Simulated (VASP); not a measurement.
# Ag in VASP: single point with PBE

Aim: the single point of Ag with PBE.

Program: VASP 6.6.1. These are calculated values, not measurements. Logs are shortened: lines on timing, memory, paths and dates and some standing lists are left out, and cuts for length are marked.

### 1 The cell of the first run

The cell holds a slab with vacuum, 3 atoms: a = 2.932 Å, b = 2.932 Å, c = 19.789 Å, α = 90.00°, β = 90.00°, γ = 120.00°.

### 2 Single point, PBE

Input file INCAR:

```
PREC = Accurate
ENCUT = 520
EDIFF = 1E-6
ISMEAR = 0
SIGMA = 0.1
LREAL = False
LASPH = True
NELM = 60
ALGO = Normal
ISIF = 2
LWAVE = False
LCHARG = False
LDIPOL = True
IDIPOL = 3
DIPOL = 0.5 0.5 0.500
GGA = PE
NBANDS = 24
```

Input file KPOINTS:

```
regular mesh
0
Gamma
  12 12 1
```

Input file POSCAR:

```
Ag
1.0
    2.9324980985      0.0000000000      0.0000000000
   -1.4662490492      2.5396178498      0.0000000000
    0.0000000000      0.0000000000     19.7887493420
Ag
3
Direct
    0.6666666667      0.3333333333      0.3790032341
    0.3333333333      0.6666666667      0.5000000000
    0.0000000000      0.0000000000      0.6209967659
```

Potentials or basis: VASP PAW PBE potentials, release 64 (Ag).

Run with:

```sh
> cat potpaw_PBE.64/Ag/POTCAR > POTCAR
> mpirun -np 1 vasp_std > vasp.out
```

OUTCAR:

```text
PREC = Accurate
   ENCUT = 520
   EDIFF = 1E-6
   ISMEAR = 0
   LREAL = False
   LASPH = True
   NELM = 60
   ISIF = 2
   GGA = PE

 ion  position               nearest neighbor table
   1  0.667  0.333  0.379-   2 2.93   2 2.93   2 2.93
   2  0.333  0.667  0.500-   1 2.93   3 2.93   1 2.93   3 2.93   3 2.93   1 2.93
   3  0.000  0.000  0.621-   2 2.93   2 2.93   2 2.93

  LATTYP: Found a hexagonal cell.
 ALAT       =     2.9324980985
 C/A-ratio  =     6.7480859927

  Lattice vectors:

 A1 = (   2.9324980985,   0.0000000000,   0.0000000000)
 A2 = (  -1.4662490492,   2.5396178498,   0.0000000000)
 A3 = (   0.0000000000,   0.0000000000,  19.7887493420)

Analysis of symmetry for initial positions (statically):
=====================================================================
 Subroutine PRICEL returns:
 Original cell was already a primitive cell.

 Routine SETGRP: Setting up the symmetry group for a
 hexagonal supercell.

 Subroutine GETGRP returns: Found 12 space group operations
 (whereof  6 operations were pure point group operations)
 out of a pool of 24 trial point group operations.

The static configuration has the point symmetry C_3v.
 The point group associated with its full space group is D_3d.

Analysis of symmetry for dynamics (positions and initial velocities):
=====================================================================
 Subroutine PRICEL returns:
 Original cell was already a primitive cell.

 Routine SETGRP: Setting up the symmetry group for a
 hexagonal supercell.

 Subroutine GETGRP returns: Found 12 space group operations
 (whereof  6 operations were pure point group operations)
 out of a pool of 24 trial point group operations.

The dynamic configuration has the point symmetry C_3v.
 The point group associated with its full space group is D_3d.

 Subroutine INISYM returns: Found 12 space group operations
 (whereof  6 operations are pure point group operations),
 and found     1 'primitive' translations

----------------------------------------------------------------------------------------

                                     Primitive cell

  volume of cell :     147.3752

  direct lattice vectors                    reciprocal lattice vectors
     2.932498098  0.000000000  0.000000000     0.341006189  0.196880015  0.000000000
    -1.466249049  2.539617850  0.000000000     0.000000000  0.393760030  0.000000000
     0.000000000  0.000000000 19.788749342     0.000000000  0.000000000  0.050533765

  length of vectors
[... 83 lines left out ...]
   NFREE  =      0    steps in history (QN), initial steepest desc. (CG)
   ISIF   =      2    stress and relaxation
   ISYM   =      2    0-nonsym 1-usesym 2-fastsym
   POTIM  = 0.5000    time-step for ionic-motion
   TEBEG  =    0.0;   TEEND  =   0.0 temperature during run
   PSTRESS=    0.0 pullay stress
   NELECT =      33.0000    total number of electrons
   NUPDOWN=      -1.0000    fix difference up-down
   EMIN   =  10.00;   EMAX   =-10.00  energy-range for DOS
   EFERMI =   0.00;   METHOD = LEGACY
   ISMEAR =     0;   SIGMA  =   0.10  broadening in eV -4-tet -1-fermi 0-gaus
   EFERMI_NEDOS =   21; number of points for ismear=-14 and -15
   IALGO  =     38    algorithm
   IMIX   =      4    mixing-type and parameters
     AMIX     =   0.40;   BMIX     =  1.00
     AMIX_MAG =   1.60;   BMIX_MAG =  1.00
  volume/ion in A,a.u.               =      49.13       331.51
  Fermi-wavevector in a.u.,A,eV,Ry     =   0.994118  1.878611 13.446241  0.988271
  Thomas-Fermi vector in A             =   2.126047
   LORBIT       =      0    0 simple, 1 ext, 2 COOP (PROOUT), +10 PAW based schemes
   GGA     = PE    functional components
   LHFCALC =     F    Hartree Fock is set to
   AEXX    =    0.0000 exact exchange contribution
   IVDW    =     0    specifies the selected vdW correction
   LEPSILON=     F    determine dielectric tensor
   LRPA    =     F    only Hartree local field effects (RPA)
 non-spin polarized calculation
 Gauss-broadening in eV      SIGMA  =   0.10
  energy-cutoff  :      520.00
  volume of cell :      147.38
 maximum number of plane-waves:      4045
 NGX is ok and might be reduce to    24
   NGX = 11   NGY = 11   NGZ = 73

 number of electron      33.0000010 magnetization

 dipolmoment           0.000000      0.000000     -0.000000 electrons x Angstroem

 Free energy of the ion-electron system (eV)
  ---------------------------------------------------
  ext. energy  EPLUGINS =         0.00000000
  ---------------------------------------------------
  free energy    TOTEN  =        -7.43643557 eV

  energy without entropy =       -7.42842040  energy(sigma->0) =       -7.43242798

 E-fermi :  -0.0349     XC(G=0):  -5.1657

 val. band max:       -0.1131799069   @ k =   0.3333   0.1667   0.0000
 cond. band min:      -0.0136697923   @ k =   0.1667   0.0833   0.0000
 fundamental gap:      0.0995101145
 Fermi energy:        -0.0348664970

 k-point     1 :       0.0000    0.0000    0.0000
  band No.  band energies     occupation
      1      -6.8404      2.00000
      2      -5.9120      2.00000
      3      -5.7738      2.00000
      4      -4.5833      2.00000
      5      -4.5700      2.00000
      6      -4.5700      2.00000
[... 502 lines left out ...]
     23       6.8436      0.00000
     24       7.8638      0.00000

------------------------ aborting loop because EDIFF is reached ----------------------------------------

 vacuum level on the upper side and lower side of the slab       (xc-potential included)        -0.182        -0.182

  FORCE on cell =-STRESS in cart. coord.  units (eV):
  Direction    XX          YY          ZZ          XY          YZ          ZX
  --------------------------------------------------------------------------------------
  -------------------------------------------------------------------------------------
  Total       -0.8321908     -0.8321908     -0.3523935     -0.0000000     -0.0000000      0.0000000
  in kB       -9.0470923     -9.0470923     -3.8310166     -0.0000000     -0.0000000      0.0000000
  external PRESSURE =      -7.3084004 kB  Pullay stress =       0.0000000 kB

 VOLUME and BASIS-vectors are now :
 -----------------------------------------------------------------------------
  energy-cutoff  :      520.00
  volume of cell :      147.38
      direct lattice vectors                 reciprocal lattice vectors
     2.932498098  0.000000000  0.000000000     0.341006189  0.196880015  0.000000000
    -1.466249049  2.539617850  0.000000000     0.000000000  0.393760030  0.000000000
     0.000000000  0.000000000 19.788749342     0.000000000  0.000000000  0.050533765

 POSITION                                       TOTAL-FORCE (eV/Angst)
 -----------------------------------------------------------------------------------
      1.46625      0.84654      7.50000        -0.000000      0.000000      0.068594
     -0.00000      1.69308      9.89437         0.000000      0.000000     -0.000000
      0.00000      0.00000     12.28875         0.000000      0.000000     -0.068594
 -----------------------------------------------------------------------------------
    total drift:                               -0.000000      0.000000      0.000000

  FREE ENERGIE OF THE ION-ELECTRON SYSTEM (eV)
  ---------------------------------------------------
  free  energy   TOTEN  =        -7.4364355679 eV

  energy  without entropy=       -7.4284204000  energy(sigma->0) =       -7.43242798

 vacuum level on the upper side and lower side of the slab         4.372         4.372
```

stdout:

```text
POSCAR found type information on POSCAR Ag
 POSCAR found :  1 types and       3 ions
 scaLAPACK will be used
 LDA part: xc-table for (Slater+PW92), standard interpolation
 POSCAR, INCAR and KPOINTS ok, starting setup
 FFT: planning ... GRIDC
 FFT: planning ... GRID_SOFT
 FFT: planning ... GRID
 WAVECAR not read
 entering main loop
```

Wall time 55 s (1 thread of Intel Xeon Platinum 8488C (Sapphire Rapids), shared host); peak memory 0.29 GiB.

What came out:

```yaml
Free_energy: -7.4364 eV
Largest_force: 0.069 eV/Å
```

Forces in eV/Å, atoms in the order of the input:
```
Ag   0.000  0.000  0.069
Ag   0.000  0.000  0.000
Ag   0.000  0.000 -0.069
```
